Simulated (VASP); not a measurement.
# C (Fd-3m) in VASP: electric field gradients with LDA

Aim: the electric field gradients of C with LDA.

Program: VASP 6.6.1. These are calculated values, not measurements. Logs are shortened: lines on timing, memory, paths and dates and some standing lists are left out, and cuts for length are marked.

**1. The cell of the first run**

It takes space group Fd-3m (No. 227, cubic). Conventional cell: a = 3.567 Å, b = 3.567 Å, c = 3.567 Å, α = 90.00°, β = 90.00°, γ = 90.00°. C (site symmetry -43m) has 4 C at 1.54 Å within 2.1 Å.

**2. Electric field gradients, LDA**

INCAR

```
PREC = Accurate
ENCUT = 1000
EDIFF = 1E-8
ISMEAR = -1
SIGMA = 0.08
LREAL = F
LASPH = T
NELM = 120
ALGO = Normal
ISIF = 2
LWAVE = F
LCHARG = F
GGA = CA
LEFG = T
NBANDS = 11
GGA_COMPAT = F
```

KPOINTS

```
regular mesh
0
Gamma
  20 20 20
```

POSCAR

```
C
1.0
    0.0000000000      1.7834000000      1.7834000000
    1.7834000000      0.0000000000      1.7834000000
    1.7834000000      1.7834000000      0.0000000000
C
2
Direct
    0.5000000000      0.5000000000      0.5000000000
    0.7500000000      0.7500000000      0.7500000000
```

Potentials or basis: VASP PAW LDA potentials, release 64 (C_h).

On the command line:

```
cat potpaw_LDA.64/C_h/POTCAR > POTCAR
mpirun -np 1 vasp_std > vasp.out
```

OUTCAR:

```text
PREC = Accurate
   ENCUT = 1000
   EDIFF = 1E-8
   ISMEAR = -1
   LREAL = F
   LASPH = T
   NELM = 120
   ISIF = 2
   GGA = CA

 ion  position               nearest neighbor table
   1  0.500  0.500  0.500-
   2  0.750  0.750  0.750-

  LATTYP: Found a face centered cubic cell.
 ALAT       =     3.5668000000

  Lattice vectors:

 A1 = (   0.0000000000,   1.7834000000,   1.7834000000)
 A2 = (   1.7834000000,   0.0000000000,   1.7834000000)
 A3 = (   1.7834000000,   1.7834000000,   0.0000000000)

Analysis of symmetry for initial positions (statically):
=====================================================================
 Subroutine PRICEL returns:
 Original cell was already a primitive cell.

 Routine SETGRP: Setting up the symmetry group for a
 face centered cubic supercell.

 Subroutine GETGRP returns: Found 48 space group operations
 (whereof 24 operations were pure point group operations)
 out of a pool of 48 trial point group operations.

The static configuration has the point symmetry T_d .
 The point group associated with its full space group is O_h .

Analysis of symmetry for dynamics (positions and initial velocities):
=====================================================================
 Subroutine PRICEL returns:
 Original cell was already a primitive cell.

 Routine SETGRP: Setting up the symmetry group for a
 face centered cubic supercell.

 Subroutine GETGRP returns: Found 48 space group operations
 (whereof 24 operations were pure point group operations)
 out of a pool of 48 trial point group operations.

The dynamic configuration has the point symmetry T_d .
 The point group associated with its full space group is O_h .

 Subroutine INISYM returns: Found 48 space group operations
 (whereof 24 operations are pure point group operations),
 and found     1 'primitive' translations

----------------------------------------------------------------------------------------

                                     Primitive cell

  volume of cell :      11.3443

  direct lattice vectors                    reciprocal lattice vectors
     0.000000000  1.783400000  1.783400000    -0.280363351  0.280363351  0.280363351
     1.783400000  0.000000000  1.783400000     0.280363351 -0.280363351  0.280363351
     1.783400000  1.783400000  0.000000000     0.280363351  0.280363351 -0.280363351

  length of vectors
     2.522108467  2.522108467  2.522108467     0.485603568  0.485603568  0.485603568

  position of ions in fractional coordinates (direct lattice)
     0.500000000  0.500000000  0.500000000
     0.750000000  0.750000000  0.750000000

  ion indices of the primitive-cell ions
   primitive index   ion index
                 1           1
                 2           2

----------------------------------------------------------------------------------------

 KPOINTS: regular mesh

Automatic generation of k-mesh.
 Grid dimensions read from file:
 generate k-points for:   20   20   20

 Generating k-lattice:

  Cartesian coordinates                     Fractional coordinates (reciprocal lattice)
    -0.014018168  0.014018168  0.014018168     0.050000000  0.000000000  0.000000000
     0.014018168 -0.014018168  0.014018168     0.000000000  0.050000000  0.000000000
     0.014018168  0.014018168 -0.014018168     0.000000000  0.000000000  0.050000000

  Length of vectors
     0.024280178  0.024280178  0.024280178

  Shift w.r.t. Gamma in fractional coordinates (k-lattice)
     0.000000000  0.000000000  0.000000000

 Subroutine IBZKPT returns following result:
 ===========================================

 Found    256 irreducible k-points:

 Following reciprocal coordinates:
            Coordinates               Weight
  0.000000  0.000000  0.000000      1.000000
  0.050000  0.000000  0.000000      8.000000
  0.100000  0.000000  0.000000      8.000000
  0.150000  0.000000  0.000000      8.000000
  0.200000  0.000000  0.000000      8.000000
  0.250000  0.000000  0.000000      8.000000
[... 16 lines left out ...]
 -0.400000  0.050000  0.000000     24.000000
 -0.350000  0.050000  0.000000     24.000000
 [... further k-points ...]
   k-points           NKPTS =    256   k-points in BZ     NKDIM =    256   number of bands    NBANDS=     11
   number of dos      NEDOS =    301   number of ions     NIONS =      2
   total plane-waves  NPLWV =  21952
   dimension x,y,z NGX =    28 NGY =   28 NGZ =   28
   dimension x,y,z NGXF=    56 NGYF=   56 NGZF=   56
   ions per type =               2
   NGX,Y,Z   is equivalent  to a cutoff of  18.46, 18.46, 18.46 a.u.
   NGXF,Y,Z  is equivalent  to a cutoff of  36.91, 36.91, 36.91 a.u.
 SYSTEM =  unknown system
   PREC   = accura    normal or accurate (medium, high low for compatibility)
   ISTART =      0    job   : 0-new  1-cont  2-samecut
   ICHARG =      2    charge: 1-file 2-atom 10-const
   ISPIN  =      1    spin polarized calculation?
   LNONCOLLINEAR =      F non collinear calculations
   LSORBIT =      F    spin-orbit coupling
   LASPH  =      T    aspherical Exc in radial PAW
   ENCUT  = 1000.0 eV  73.50 Ry    8.57 a.u.   6.50  6.50  6.50*2*pi/ulx,y,z
   NELM   =    120;   NELMIN=  2; NELMDL= -5     # of ELM steps
   EDIFF  = 0.1E-07   stopping-criterion for ELM
   LREAL  =      F    real-space projection
   EDIFFG = 0.1E-06   stopping-criterion for IOM
   NSW    =      0    number of steps for IOM
   IBRION =     -1    ionic relax: 0-MD 1-quasi-New 2-CG
   NFREE  =      0    steps in history (QN), initial steepest desc. (CG)
   ISIF   =      2    stress and relaxation
   ISYM   =      2    0-nonsym 1-usesym 2-fastsym
   POTIM  = 0.5000    time-step for ionic-motion
   TEBEG  =    0.0;   TEEND  =   0.0 temperature during run
   PSTRESS=    0.0 pullay stress
   NELECT =       8.0000    total number of electrons
   NUPDOWN=      -1.0000    fix difference up-down
   EMIN   =  10.00;   EMAX   =-10.00  energy-range for DOS
   EFERMI =   0.00;   METHOD = LEGACY
   ISMEAR =    -1;   SIGMA  =   0.08  broadening in eV -4-tet -1-fermi 0-gaus
   EFERMI_NEDOS =   21; number of points for ismear=-14 and -15
   IALGO  =     38    algorithm
   IMIX   =      4    mixing-type and parameters
     AMIX     =   0.40;   BMIX     =  1.00
     AMIX_MAG =   1.60;   BMIX_MAG =  1.00
  volume/ion in A,a.u.               =       5.67        38.28
  Fermi-wavevector in a.u.,A,eV,Ry     =   1.457178  2.753668 28.890189  2.123369
  Thomas-Fermi vector in A             =   2.574010
   LORBIT       =      0    0 simple, 1 ext, 2 COOP (PROOUT), +10 PAW based schemes
   GGA     = CA    functional components
   LHFCALC =     F    Hartree Fock is set to
   AEXX    =    0.0000 exact exchange contribution
   IVDW    =     0    specifies the selected vdW correction
   LEPSILON=     F    determine dielectric tensor
   LRPA    =     F    only Hartree local field effects (RPA)
 non-spin polarized calculation
  energy-cutoff  :     1000.00
  volume of cell :       11.34
 maximum number of plane-waves:       869
 NGX is ok and might be reduce to    28
   NGX = 13   NGY = 13   NGZ = 13

 number of electron       8.0000000 magnetization

 Free energy of the ion-electron system (eV)
  ---------------------------------------------------
  ext. energy  EPLUGINS =         0.00000000
  ---------------------------------------------------
  free energy    TOTEN  =       -20.25540951 eV

  energy without entropy =      -20.25540951  energy(sigma->0) =      -20.25540951

 E-fermi :  12.2610     XC(G=0): -13.6496

 val. band max:       10.8654880070   @ k =   0.0000   0.0000   0.0000
 cond. band min:      14.9694651991   @ k =   0.3500   0.3500   0.0000
 fundamental gap:      4.1039771921
 Fermi energy:        12.2610487478

 k-point     1 :       0.0000    0.0000    0.0000
  band No.  band energies     occupation
      1     -10.4539      2.00000
      2      10.8655      2.00000
      3      10.8655      2.00000
      4      10.8655      2.00000
      5      16.4087      0.00000
      6      16.4087      0.00000
      7      16.4087      0.00000
      8      24.4132      0.00000
      9      29.8702      0.00000
     10      37.4850      0.00000
     11      37.4850      0.00000
[... 309 lines left out ...]
 k-point    24 :      -0.3500    0.0500    0.0000
  band No.  band energies     occupation
      1      -6.7682      2.00000
      2       0.5617      2.00000
      3       7.8682      2.00000
      4       8.5262      2.00000
      5      19.0769      0.00000
      6      19.3811      0.00000
      7      19.8578      0.00000
      8      25.9533      0.00000
      9      31.6255      0.00000
     10      33.6186      0.00000
     11      35.0048      0.00000

 [... further k-points ...]
[... 5 lines left out ...]
  --------------------------------------------------------------------------------------
  -------------------------------------------------------------------------------------
  Total       -0.8593660     -0.8593660     -0.8593660     -0.0000000     -0.0000000     -0.0000000
  in kB     -121.3703089   -121.3703089   -121.3703089     -0.0000000     -0.0000000     -0.0000000
  external PRESSURE =    -121.3703089 kB  Pullay stress =       0.0000000 kB

 VOLUME and BASIS-vectors are now :
 -----------------------------------------------------------------------------
  energy-cutoff  :     1000.00
  volume of cell :       11.34
      direct lattice vectors                 reciprocal lattice vectors
     0.000000000  1.783400000  1.783400000    -0.280363351  0.280363351  0.280363351
     1.783400000  0.000000000  1.783400000     0.280363351 -0.280363351  0.280363351
     1.783400000  1.783400000  0.000000000     0.280363351  0.280363351 -0.280363351

 POSITION                                       TOTAL-FORCE (eV/Angst)
 -----------------------------------------------------------------------------------
      1.78340      1.78340      1.78340         0.000000      0.000000      0.000000
      2.67510      2.67510      2.67510        -0.000000     -0.000000     -0.000000
 -----------------------------------------------------------------------------------
    total drift:                                0.000000      0.000000     -0.000000

  FREE ENERGIE OF THE ION-ELECTRON SYSTEM (eV)
  ---------------------------------------------------
  free  energy   TOTEN  =       -20.2554095138 eV

  energy  without entropy=      -20.2554095137  energy(sigma->0) =      -20.25540951

 Electric field gradients (V/A^2)
---------------------------------------------------------------------
 ion       V_xx      V_yy      V_zz      V_xy      V_xz      V_yz
---------------------------------------------------------------------
   1       0.000    -0.000    -0.000    -0.000    -0.000    -0.000
   2      -0.000    -0.000    -0.000    -0.000    -0.000    -0.000
---------------------------------------------------------------------

 Electric field gradients after diagonalization (V/A^2)
 (convention: |V_zz| > |V_xx| > |V_yy|)
----------------------------------------------------------------------
 ion       V_xx      V_yy      V_zz     asymmetry (V_yy - V_xx)/ V_zz
----------------------------------------------------------------------
   1       0.000     0.000    -0.000       0.000
   2       0.000     0.000    -0.000       0.000
----------------------------------------------------------------------

           NMR quadrupolar parameters

 Cq : quadrupolar parameter    Cq=e*Q*V_zz/h
 eta: asymmetry parameters     (V_yy - V_xx)/ V_zz
 Q  : nuclear electric quadrupole moment in mb (millibarn)
----------------------------------------------------------------------
 ion       Cq(MHz)       eta       Q (mb)
----------------------------------------------------------------------
   1      -0.000       0.000       1.000
   2      -0.000       0.000       1.000
----------------------------------------------------------------------
```

Run time: 88 s. Hardware: 1 thread of Intel Xeon Platinum 8259CL at 2.50GHz (Skylake/Cascade Lake), shared host; peak memory 0.18 GiB.

Results:

```
Free energy                             : -20.2554 eV
Pressure                                : -12.1 GPa
Band gap on the k mesh                  : 4.10 eV (least direct gap 5.54 eV)
Largest electric field gradient by atom : under 0.05 V/Å² on every atom
```

Caveat: the cell stands under tension. A k mesh can miss the band edges.
